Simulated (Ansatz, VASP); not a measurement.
## BN in VASP and in Ansatz

POSCAR

```
BN
1.0
    2.5439499996      0.0000000000      0.0000000000
   -1.2719749998      2.2031253256      0.0000000000
    0.0000000000      0.0000000000      4.3340498018
B N
2 2
Direct
    0.3333333333      0.6666666667     -0.0004863536
    0.6666666667      0.3333333333      0.4995136464
    0.3333333333      0.6666666667      0.3754863536
    0.6666666667      0.3333333333      0.8754863536
```

The input INCAR.step1:

```
SYSTEM = BN
ALGO = Normal
EDIFF = 1E-5
ENCUT = 520
GGA = PE
ISIF = 2
ISMEAR = 0
LASPH = .True.
LCHARG = .False.
LREAL = .False.
LWAVE = .True.
NBANDS = 16
NELM = 80
PREC = Accurate
SIGMA = 0.01
```

The input INCAR.step2:

```
SYSTEM = BN
ALGO = Normal
EDIFF = 1E-6
ENCUT = 520
GGA = PE
HFSCREEN = 0.2079
ISIF = 2
ISMEAR = 0
ISTART = 1
LASPH = .True.
LCHARG = .False.
LHFCALC = .True.
LREAL = .False.
LWAVE = .False.
NBANDS = 16
NELM = 80
PREC = Accurate
PRECFOCK = Normal
SIGMA = 0.01
```

KPOINTS

```
k-points
0
Gamma
  9 9 4
  0 0 0
```

Input for Ansatz:

```yaml
crystal:
  lattice:
    - [2.5439499996, 0.0, 0.0]
    - [-1.2719749998, 2.2031253256, 0.0]
    - [0.0, 0.0, 4.3340498018]
  atoms:
    - { symbol: B, position: [0.3333333333, 0.6666666667, -0.0004863536] }
    - { symbol: B, position: [0.6666666667, 0.3333333333, 0.4995136464] }
    - { symbol: "N", position: [0.3333333333, 0.6666666667, 0.3754863536] }
    - { symbol: "N", position: [0.6666666667, 0.3333333333, 0.8754863536] }
kpoints:
  mp_grid: { grid: [9, 9, 4] }
  band_path:
    path:
      - [0.0, 0.0, 0.0]
      - [0.5, 0.0, 0.0]
      - [0.3333333333, 0.3333333333, 0.0]
      - [0.0, 0.0, 0.5]
      - [0.5, 0.0, 0.5]
      - [0.3333333333, 0.3333333333, 0.5]
      - [0.1, 0.0, 0.0]
    npoints: 1
hamiltonian:
  xc: hse06
scf:
  occupations: { method: fixed }
  n_extra_bands: 5
output:
  forces: true
  stress: true
  eigenvalues: true
```

Change from the starting cell: uniaxial_z strain +3.0%.

Alike in both runs: task single point; functional HSE06; k mesh 9 × 9 × 4; no spin polarisation.

|  | VASP | Ansatz |
| --- | --- | --- |
| version | VASP 6.6.1 | Ansatz 0.2.0 |
| potentials or method | VASP PAW PBE potentials, release 64 (B, N) | plane waves, PAW |
| plane-wave cutoff (eV) | 520 | 420 |
| occupations | gaussian, width 0.01 eV | fixed |
| valence electrons in the cell | 16 | 16 |

VASP gave:

* gap on the k mesh at the Fermi level (eV): 6.55
* pressure (GPa): -14.4
* traceless stress, the component that is largest in VASP (GPa): -18.29
* rms of the force components (eV/Å): 0.017

Task: What did Ansatz give for the same quantities?

Result: gap on the k mesh at the Fermi level (eV): 6.57; pressure (GPa): -14.8; traceless stress, the component that is largest in VASP (GPa): -18.11; rms of the force components (eV/Å): 0.011.

Atom by atom the forces differ by 0.006 eV/Å (rms over components). Ansatz's warnings: stress exchange threshold loose, stress scf threshold loose.
